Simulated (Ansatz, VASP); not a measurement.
## SiO3: VASP beside Ansatz

Contents of INCAR:

```
PREC = Accurate ; ENCUT = 600
EDIFF = 1E-6 ; ISMEAR = 0
SIGMA = 0.2 ; LREAL = False
LASPH = True ; NELM = 60
ALGO = Normal ; ISIF = 3
LWAVE = False ; LCHARG = False
GGA = PE ; IBRION = 2
NSW = 36 ; EDIFFG = -0.08
```

File KPOINTS:

```
regular mesh
0
Gamma
  5 5 5
```

Contents of POSCAR:

```
SiO3
1.0
    3.6090495900      0.0000000000      0.0000000000
    0.0000000000      3.6090495900      0.0000000000
    0.0000000000      0.0000000000      3.6090495900
Si O
1 3
Direct
    0.5000000000      0.5000000000      0.5000000000
    0.0000000000      0.5000000000      0.5000000000
    0.5000000000      0.0000000000      0.5000000000
    0.5000000000      0.5000000000      0.0000000000
```

Input for Ansatz:

```yaml
crystal:
  lattice:
    - [3.60904959, 0.0, 0.0]
    - [0.0, 3.60904959, 0.0]
    - [0.0, 0.0, 3.60904959]
  atoms:
    - { symbol: Si, position: [0.5, 0.5, 0.5] }
    - { symbol: O, position: [0.0, 0.5, 0.5] }
    - { symbol: O, position: [0.5, 0.0, 0.5] }
    - { symbol: O, position: [0.5, 0.5, 0.0] }
basis:
  ecutwfc: 420
kpoints:
  mp_grid: { grid: [5, 5, 5] }
hamiltonian:
  xc: pbe
scf:
  occupations: { method: gaussian, width: 0.2 }
  lower_state_search: "off"
output:
  forces: true
  stress: true
  eigenvalues: true
relax:
  adjacent_minimum: "off"
  f_tol: 0.08
  max_steps: 16
  cell: { stress_tol: 0.8 }
```

Alike in both runs: task relaxation of cell and atoms; functional PBE; k mesh 5 × 5 × 5; occupations gaussian, width 0.2 eV; no spin polarisation.

```csv
,VASP,Ansatz
version,VASP 6.6.1,Ansatz 0.2.0
potentials or method,"VASP PAW PBE potentials, release 64 (Si, O), cutoff 600 eV","scalar-relativistic, plane waves, PAW"
valence electrons in the cell,22,22
```

|  | VASP | Ansatz | Ansatz less VASP |
| --- | --- | --- | --- |
| gap on the k mesh at the Fermi level, each at its own relaxed structure (eV) | none | none | - |
| relaxed volume (Å³/atom) | 10.48 | 10.49 | +0.011 |
| relaxed length of the cell vector where the two differ most in proportion (Å) | 3.473 | 3.475 | +0.0012 |

A gap of «none» marks a metal or a gap that the smearing closes.
